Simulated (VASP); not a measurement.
Wanted: the native input for a VASP 6.6.1 run.

```yaml
Task: relaxation of shape and atoms at fixed volume
Functional: PBEsol
Potentials_or_basis: VASP PAW PBE potentials, release 64 (Ti_sv, O)
Cutoff: 600 eV
k_mesh: 18 × 18 × 8
Occupations: gaussian, width 0.1 eV
Spin: no spin polarisation
Dipole_correction: no
Further_INCAR_settings: ALGO = Normal; EDIFF = 1e-06; IBRION = 2; EDIFFG = -0.01; NSW = 50; ISIF = 4
```

The structure of TiO lies in POSCAR:

```
TiO
1.0
    2.9103810118      0.0000000000      0.0000000000
   -1.4551905059      2.5204638909      0.0000000000
    0.0000000000      0.0000000000      5.6299974886
Ti O
2 2
Direct
    0.3333333333      0.6666666667      0.2500000000
    0.6666666667      0.3333333333      0.7500000000
    0.0000000000      0.0000000000      0.0000000000
    0.0000000000      0.0000000000      0.5000000000
```

This cell differs from its parent crystal: volume scaled by 1.10.

The input as run:

INCAR

```
SYSTEM = TiO
PREC = Accurate
ENCUT = 600
EDIFF = 1E-6
ISMEAR = 0
SIGMA = 0.1
LREAL = .FALSE.
LASPH = .TRUE.
NELM = 80
ALGO = Normal
ISIF = 4
LWAVE = .FALSE.
LCHARG = .FALSE.
GGA = PS
IBRION = 2
NSW = 50
EDIFFG = -0.01
```

KPOINTS

```
Automatic mesh
0
G
  18 18 8
  0 0 0
```

Potentials or basis: VASP PAW PBE potentials, release 64 (Ti_sv, O).

Command:

```bash
$ cat potpaw_PBE.64/Ti_sv/POTCAR potpaw_PBE.64/O/POTCAR > POTCAR
$ mpirun -np 1 vasp_std > vasp.out
```

Results of the run:

| Item | Value |
| --- | --- |
| Pressure after relaxing | -19.2 GPa |
| Band gap on the k mesh | zero (band 18 reaches 10.52 eV, above the bottom of band 19 at 10.32 eV) |

Caveat: the relaxation stopped at its first step, so nothing moved; the PAW data sets were made with another functional, which shifts forces and pressure a little; semilocal functionals often make such compounds metallic where correlation or magnetic order opens a gap, which also shifts bond lengths.

Run time: 4.4 min on 1 thread of Intel Xeon 8259CL, with other jobs on the host, peak memory 0.31 GiB.
